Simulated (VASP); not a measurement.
# Al5Cu2 in VASP: further runs

The runs below take Al5Cu2 through single point, with PBE.

Everything below comes from runs of VASP 6.6.1. Logs are shortened: lines on timing, memory, paths and dates and some standing lists are left out, and cuts for length are marked.

## 1. The cell of the first run

The cell holds a slab with vacuum, 14 atoms: a = 4.061 Å, b = 4.061 Å, c = 28.404 Å, α = 90.00°, β = 90.00°, γ = 90.00°.

## 2. Single point, PBE

File INCAR:

```
PREC = Accurate
ENCUT = 520
EDIFF = 1E-6
ISMEAR = 0
SIGMA = 0.1
LREAL = F
LASPH = T
NELM = 100
ALGO = Normal
ISIF = 2
LWAVE = F
LCHARG = F
LDIPOL = T
IDIPOL = 3
DIPOL = 0.5 0.5 0.502
GGA = PE
NBANDS = 50
```

File KPOINTS:

```
Automatic mesh
0
Gamma
  6 6 1
```

File POSCAR:

```
Al5Cu2
1.0
    4.0606750000      0.0000000000      0.0000000000
    0.0000000000      4.0606750000      0.0000000000
    0.0000000000      0.0000000000     28.4043760831
Al Cu
10 4
Direct
    0.5000000000      0.0000000000      0.2992496640
    0.0000000000      0.5000000000      0.2992496640
    0.0000000000      0.5000000000      0.3996248372
    0.5000000000      0.0000000000      0.3996248372
    0.5000000000      0.0000000000      0.5011064100
    0.0000000000      0.5000000000      0.5011064100
    0.0000000000      0.5000000000      0.6031604661
    0.5000000000      0.0000000000      0.6031604661
    0.5000000000      0.0000000000      0.7049036651
    0.0000000000      0.5000000000      0.7049036651
    0.0000000000      0.0000000000      0.3494372506
    0.5000000000      0.5000000000      0.4498124134
    0.0000000000      0.0000000000      0.5518859111
    0.5000000000      0.5000000000      0.6550050346
```

Potentials or basis: VASP PAW PBE potentials, release 64 (Al, Cu).

Command:

```
$ cat potpaw_PBE.64/Al/POTCAR potpaw_PBE.64/Cu/POTCAR > POTCAR
$ mpirun -np 1 vasp_std > vasp.out
```

OUTCAR:

```text
PREC = Accurate
   ENCUT = 520
   EDIFF = 1E-6
   ISMEAR = 0
   LREAL = F
   LASPH = T
   NELM = 100
   ISIF = 2
   GGA = PE

 ion  position               nearest neighbor table
   1  0.500  0.000  0.299-  11 2.48  11 2.48   4 2.85   2 2.87   2 2.87   2 2.87   2 2.87
   2  0.000  0.500  0.299-  11 2.48  11 2.48   3 2.85   1 2.87   1 2.87   1 2.87   1 2.87
   3  0.000  0.500  0.400-  12 2.48  12 2.48  11 2.48  11 2.48   2 2.85   4 2.87   4 2.87   4 2.87
                             4 2.87   6 2.88
   4  0.500  0.000  0.400-  12 2.48  12 2.48  11 2.48  11 2.48   1 2.85   3 2.87   3 2.87   3 2.87
                             3 2.87   5 2.88
   5  0.500  0.000  0.501-  13 2.49  13 2.49  12 2.50  12 2.50   6 2.87   6 2.87   6 2.87   6 2.87
                             4 2.88   8 2.90
   6  0.000  0.500  0.501-  13 2.49  13 2.49  12 2.50  12 2.50   5 2.87   5 2.87   5 2.87   5 2.87
                             3 2.88   7 2.90
   7  0.000  0.500  0.603-  13 2.50  13 2.50  14 2.51  14 2.51   8 2.87   8 2.87   8 2.87   8 2.87
                            10 2.89   6 2.90
   8  0.500  0.000  0.603-  13 2.50  13 2.50  14 2.51  14 2.51   7 2.87   7 2.87   7 2.87   7 2.87
                             9 2.89   5 2.90
   9  0.500  0.000  0.705-  14 2.48  14 2.48  10 2.87  10 2.87  10 2.87  10 2.87   8 2.89
  10  0.000  0.500  0.705-  14 2.48  14 2.48   9 2.87   9 2.87   9 2.87   9 2.87   7 2.89
  11  0.000  0.000  0.349-   1 2.48   2 2.48   2 2.48   1 2.48   3 2.48   3 2.48   4 2.48   4 2.48

  12  0.500  0.500  0.450-   3 2.48   4 2.48   4 2.48   3 2.48   5 2.50   5 2.50   6 2.50   6 2.50

  13  0.000  0.000  0.552-   5 2.49   6 2.49   6 2.49   5 2.49   7 2.50   7 2.50   8 2.50   8 2.50

  14  0.500  0.500  0.655-   9 2.48  10 2.48   9 2.48  10 2.48   8 2.51   7 2.51   7 2.51   8 2.51

  LATTYP: Found a simple tetragonal cell.
 ALAT       =     4.0606750000
 C/A-ratio  =     6.9949887846

  Lattice vectors:

 A1 = (   4.0606750000,   0.0000000000,   0.0000000000)
 A2 = (   0.0000000000,   4.0606750000,   0.0000000000)
 A3 = (   0.0000000000,   0.0000000000,  28.4043760831)

Analysis of symmetry for initial positions (statically):
=====================================================================
 Subroutine PRICEL returns:
 Original cell was already a primitive cell.

 Routine SETGRP: Setting up the symmetry group for a
 simple tetragonal supercell.

 Subroutine GETGRP returns: Found  8 space group operations
 (whereof  8 operations were pure point group operations)
 out of a pool of 16 trial point group operations.

The static configuration has the point symmetry C_4v.

Analysis of symmetry for dynamics (positions and initial velocities):
=====================================================================
 Subroutine PRICEL returns:
 Original cell was already a primitive cell.

 Routine SETGRP: Setting up the symmetry group for a
 simple tetragonal supercell.

 Subroutine GETGRP returns: Found  8 space group operations
 (whereof  8 operations were pure point group operations)
 out of a pool of 16 trial point group operations.

The dynamic configuration has the point symmetry C_4v.

 Subroutine INISYM returns: Found  8 space group operations
 (whereof  8 operations are pure point group operations),
 and found     1 'primitive' translations

----------------------------------------------------------------------------------------

                                     Primitive cell

  volume of cell :     468.3621

  direct lattice vectors                    reciprocal lattice vectors
     4.060675000  0.000000000  0.000000000     0.246264476  0.000000000  0.000000000
     0.000000000  4.060675000  0.000000000     0.000000000  0.246264476  0.000000000
     0.000000000  0.000000000 28.404376083     0.000000000  0.000000000  0.035205843

  length of vectors
     4.060675000  4.060675000 28.404376083     0.246264476  0.246264476  0.035205843

  position of ions in fractional coordinates (direct lattice)
     0.500000000  0.000000000  0.299249664
     0.000000000  0.500000000  0.299249664
     0.000000000  0.500000000  0.399624837
     0.500000000  0.000000000  0.399624837
     0.500000000  0.000000000  0.501106410
     0.000000000  0.500000000  0.501106410
     0.000000000  0.500000000  0.603160466
     0.500000000  0.000000000  0.603160466
     0.500000000  0.000000000  0.704903665
[... 48 lines left out ...]

 Following reciprocal coordinates:
            Coordinates               Weight
  0.000000  0.000000  0.000000      1.000000
  0.166667  0.000000  0.000000      4.000000
  0.333333  0.000000  0.000000      4.000000
  0.500000  0.000000  0.000000      2.000000
  0.166667  0.166667  0.000000      4.000000
  0.333333  0.166667  0.000000      8.000000
  0.500000  0.166667  0.000000      4.000000
  0.333333  0.333333  0.000000      4.000000
  0.500000  0.333333  0.000000      4.000000
  0.500000  0.500000  0.000000      1.000000
   k-points           NKPTS =     10   k-points in BZ     NKDIM =     10   number of bands    NBANDS=     50
   number of dos      NEDOS =    301   number of ions     NIONS =     14
   total plane-waves  NPLWV = 194400
   dimension x,y,z NGX =    30 NGY =   30 NGZ =  216
   dimension x,y,z NGXF=    60 NGYF=   60 NGZF=  432
   ions per type =              10   4
   NGX,Y,Z   is equivalent  to a cutoff of  12.28, 12.28, 12.64 a.u.
   NGXF,Y,Z  is equivalent  to a cutoff of  24.56, 24.56, 25.28 a.u.
 SYSTEM =  unknown system
   PREC   = accura    normal or accurate (medium, high low for compatibility)
   ISTART =      0    job   : 0-new  1-cont  2-samecut
   ICHARG =      2    charge: 1-file 2-atom 10-const
   ISPIN  =      1    spin polarized calculation?
   LNONCOLLINEAR =      F non collinear calculations
   LSORBIT =      F    spin-orbit coupling
   LASPH  =      T    aspherical Exc in radial PAW
   ENCUT  =  520.0 eV  38.22 Ry    6.18 a.u.   7.55  7.55 52.81*2*pi/ulx,y,z
   NELM   =    100;   NELMIN=  2; NELMDL= -5     # of ELM steps
   EDIFF  = 0.1E-05   stopping-criterion for ELM
   LREAL  =      F    real-space projection
   EDIFFG = 0.1E-04   stopping-criterion for IOM
   NSW    =      0    number of steps for IOM
   IBRION =     -1    ionic relax: 0-MD 1-quasi-New 2-CG
   NFREE  =      0    steps in history (QN), initial steepest desc. (CG)
   ISIF   =      2    stress and relaxation
   ISYM   =      2    0-nonsym 1-usesym 2-fastsym
   POTIM  = 0.5000    time-step for ionic-motion
   TEBEG  =    0.0;   TEEND  =   0.0 temperature during run
   PSTRESS=    0.0 pullay stress
   NELECT =      74.0000    total number of electrons
   NUPDOWN=      -1.0000    fix difference up-down
   EMIN   =  10.00;   EMAX   =-10.00  energy-range for DOS
   EFERMI =   0.00;   METHOD = LEGACY
   ISMEAR =     0;   SIGMA  =   0.10  broadening in eV -4-tet -1-fermi 0-gaus
   EFERMI_NEDOS =   21; number of points for ismear=-14 and -15
   IALGO  =     38    algorithm
   IMIX   =      4    mixing-type and parameters
     AMIX     =   0.40;   BMIX     =  1.00
     AMIX_MAG =   1.60;   BMIX_MAG =  1.00
  volume/ion in A,a.u.               =      33.45       225.76
  Fermi-wavevector in a.u.,A,eV,Ry     =   0.885030  1.672465 10.657154  0.783279
  Thomas-Fermi vector in A             =   2.006009
   LORBIT       =      0    0 simple, 1 ext, 2 COOP (PROOUT), +10 PAW based schemes
   GGA     = PE    functional components
   LHFCALC =     F    Hartree Fock is set to
   AEXX    =    0.0000 exact exchange contribution
   IVDW    =     0    specifies the selected vdW correction
   LEPSILON=     F    determine dielectric tensor
   LRPA    =     F    only Hartree local field effects (RPA)
 non-spin polarized calculation
 Gauss-broadening in eV      SIGMA  =   0.10
  energy-cutoff  :      520.00
  volume of cell :      468.36
 maximum number of plane-waves:     12675
   NGX = 15   NGY = 15   NGZ =105

 dipolmoment           0.000000      0.000000      0.000462 electrons x Angstroem

 number of electron      73.9999960 magnetization

 dipolmoment           0.000000      0.000000     -0.001239 electrons x Angstroem

 Free energy of the ion-electron system (eV)
  ---------------------------------------------------
  ext. energy  EPLUGINS =         0.00000000
  ---------------------------------------------------
  free energy    TOTEN  =       -51.87143390 eV

  energy without entropy =      -51.85295147  energy(sigma->0) =      -51.86219268

 E-fermi :   1.2954     XC(G=0):  -5.6742

 val. band max:        1.2923859216   @ k =   0.5000   0.3333   0.0000
 cond. band min:       1.4051900167   @ k =   0.1667   0.1667   0.0000
 fundamental gap:      0.1128040951
 Fermi energy:         1.2953618181

 k-point     1 :       0.0000    0.0000    0.0000
  band No.  band energies     occupation
      1      -8.7674      2.00000
      2      -8.2866      2.00000
      3      -7.4452      2.00000
      4      -6.3254      2.00000
      5      -5.1397      2.00000
      6      -3.7891      2.00000
[... 509 lines left out ...]
     48       4.6538      0.00000
     49       4.9199      0.00000
 [bands above 49 left out]

------------------------ aborting loop because EDIFF is reached ----------------------------------------

 vacuum level on the upper side and lower side of the slab       (xc-potential included)        -0.125        -0.115

  FORCE on cell =-STRESS in cart. coord.  units (eV):
  Direction    XX          YY          ZZ          XY          YZ          ZX
  --------------------------------------------------------------------------------------
  -------------------------------------------------------------------------------------
  Total        0.6137524      0.6137524      1.2826380      0.0000000      0.0000000      0.0000000
  in kB        2.0995299      2.0995299      4.3876601      0.0000000      0.0000000      0.0000000
  external PRESSURE =       2.8622399 kB  Pullay stress =       0.0000000 kB

 VOLUME and BASIS-vectors are now :
 -----------------------------------------------------------------------------
  energy-cutoff  :      520.00
  volume of cell :      468.36
      direct lattice vectors                 reciprocal lattice vectors
     4.060675000  0.000000000  0.000000000     0.246264476  0.000000000  0.000000000
     0.000000000  4.060675000  0.000000000     0.000000000  0.246264476  0.000000000
     0.000000000  0.000000000 28.404376083     0.000000000  0.000000000  0.035205843

 POSITION                                       TOTAL-FORCE (eV/Angst)
 -----------------------------------------------------------------------------------
      2.03034      0.00000      8.50000        -0.000000     -0.000000     -0.081583
      0.00000      2.03034      8.50000        -0.000000     -0.000000     -0.081583
      0.00000      2.03034     11.35109        -0.000000     -0.000000      0.074967
      2.03034      0.00000     11.35109        -0.000000     -0.000000      0.074967
      2.03034      0.00000     14.23361        -0.000000     -0.000000     -0.001526
      0.00000      2.03034     14.23361        -0.000000     -0.000000     -0.001526
      0.00000      2.03034     17.13240        -0.000000     -0.000000      0.002282
      2.03034      0.00000     17.13240        -0.000000     -0.000000      0.002282
      2.03034      0.00000     20.02235        -0.000000     -0.000000      0.013925
      0.00000      2.03034     20.02235        -0.000000     -0.000000      0.013925
      0.00000      0.00000      9.92555        -0.000000     -0.000000     -0.234398
      2.03034      2.03034     12.77664        -0.000000     -0.000000      0.225609
      0.00000      0.00000     15.67597         0.000000     -0.000000     -0.000274
      2.03034      2.03034     18.60501        -0.000000      0.000000     -0.007067
 -----------------------------------------------------------------------------------
    total drift:                                0.000000     -0.000000     -0.003094

  FREE ENERGIE OF THE ION-ELECTRON SYSTEM (eV)
  ---------------------------------------------------
  free  energy   TOTEN  =       -51.8714339025 eV

  energy  without entropy=      -51.8529514663  energy(sigma->0) =      -51.86219268

 vacuum level on the upper side and lower side of the slab         5.389         5.400
```

Run time: 6.9 min. Hardware: 1 thread of Intel Xeon Platinum 8488C (Sapphire Rapids), shared host; peak memory 0.56 GiB.

Results:

| Property | Result |
| --- | --- |
| Free energy | -51.8714 eV |
| Largest force | 0.234 eV/Å |
| Band gap on the k mesh | zero (bands 37 and 38 overlap by 2.86 eV) |

Forces on the atoms (eV/Å):
```
Al   0.000  0.000 -0.082
Al   0.000  0.000 -0.082
Al   0.000  0.000  0.075
Al   0.000  0.000  0.075
Al   0.000  0.000 -0.002
Al   0.000  0.000 -0.002
Al   0.000  0.000  0.002
Al   0.000  0.000  0.002
Al   0.000  0.000  0.014
Al   0.000  0.000  0.014
Cu   0.000  0.000 -0.234
Cu   0.000  0.000  0.226
Cu   0.000  0.000  0.000
Cu   0.000  0.000 -0.007
```

## 3. Single point, PBE

File INCAR:

```
  ALGO = Normal
  DIPOL = 0.5 0.5 0.502
  EDIFF = 1E-6
  ENCUT = 520
  GGA = PE
  IDIPOL = 3
  ISIF = 2
  ISMEAR = 0
  LASPH = T
  LCHARG = F
  LDIPOL = T
  LREAL = F
  LWAVE = F
  NBANDS = 50
  NELM = 60
  PREC = Accurate
  SIGMA = 0.1
```

File KPOINTS:

```
k-points
0
Gamma
  15 15 1
```

POSCAR is that of step 2.

Potentials or basis: VASP PAW PBE potentials, release 64 (Al, Cu).

Command:

```
$ cat potpaw_PBE.64/Al/POTCAR potpaw_PBE.64/Cu/POTCAR > POTCAR
$ mpirun -np 1 vasp_std > vasp.out
```

It took 24 min on 1 thread of Intel Xeon Platinum 8488C (Sapphire Rapids), shared host; peak memory 0.85 GiB.

Results (log left out):

| Property | Result |
| --- | --- |
| Free energy | -51.8036 eV |
| Largest force | 0.236 eV/Å |
| Band gap on the k mesh | zero (bands 37 and 38 overlap by 2.78 eV) |

Forces on the atoms (eV/Å):
```
Al   0.000  0.000 -0.066
Al   0.000  0.000 -0.066
Al   0.000  0.000 -0.015
Al   0.000  0.000 -0.015
Al   0.000  0.000 -0.002
Al   0.000  0.000 -0.002
Al   0.000  0.000  0.084
Al   0.000  0.000  0.084
Al   0.000  0.000  0.012
Al   0.000  0.000  0.012
Cu   0.000  0.000 -0.236
Cu   0.000  0.000  0.210
Cu   0.000  0.000  0.011
Cu   0.000  0.000 -0.009
```

Levels at points of the mesh, in eV from the Fermi level:
```tsv
k point	band 34	band 35	band 36	band 37	band 38	band 39
(0.00, 0.00, 0.00)	-0.29	0.42	0.65	0.92	0.92	0.93
```

The gap in the log of VASP goes by the Fermi energy; the results here count the filled bands.